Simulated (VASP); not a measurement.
Input of a VASP 6.6.1 run:

File INCAR:

```
PREC     = Accurate       # precision mode
ENCUT    = 520            # plane-wave cutoff, eV
EDIFF    = 1E-7           # SCF threshold, eV
ISMEAR   = -1             # smearing method
SIGMA    = 0.08           # smearing width, eV
LREAL    = False          # projectors in reciprocal space
LASPH    = True           # aspherical terms in the spheres
NELM     = 80             # most SCF steps
ALGO     = Normal         # electronic algorithm
ISIF     = 2              # what is computed and relaxed
LWAVE    = False          # write WAVECAR
LCHARG   = True           # write CHGCAR
GGA      = PE             # functional
LELF     = True           # ELF
LVHAR    = True         
NBANDS   = 23             # bands
```

Contents of KPOINTS:

```
Automatic mesh
0
Gamma
  11 11 8
```

Contents of POSCAR:

```
HfN
1.0
    2.2740417054      2.2740417054      0.0000000000
   -2.2740417054      2.2740417054      0.0000000000
    0.0000000000      0.0000000000      4.5480834108
Hf N
2 2
Direct
    0.0000000000      0.0000000000      0.0000000000
    0.5000000000      0.5000000000      0.5000000000
    0.5000000000      0.5000000000      0.0000000000
    0.0000000000      0.0000000000      0.5000000000
```

Potentials or basis: VASP PAW PBE potentials, release 64 (Hf_pv, N).

Run with:

```sh
$ cat potpaw_PBE.64/Hf_pv/POTCAR potpaw_PBE.64/N/POTCAR > POTCAR
$ mpirun -np 1 vasp_std > vasp.out
```

Problem. What does it give for the pressure?

Solution. -2.3 GPa.

Problem. Estimate the band gap on the k mesh.

Solution. Zero (band 15 reaches 11.17 eV, above the bottom of band 16 at 5.17 eV).

Caveat: spin-orbit coupling is left out, which moves the levels of the heavy elements.
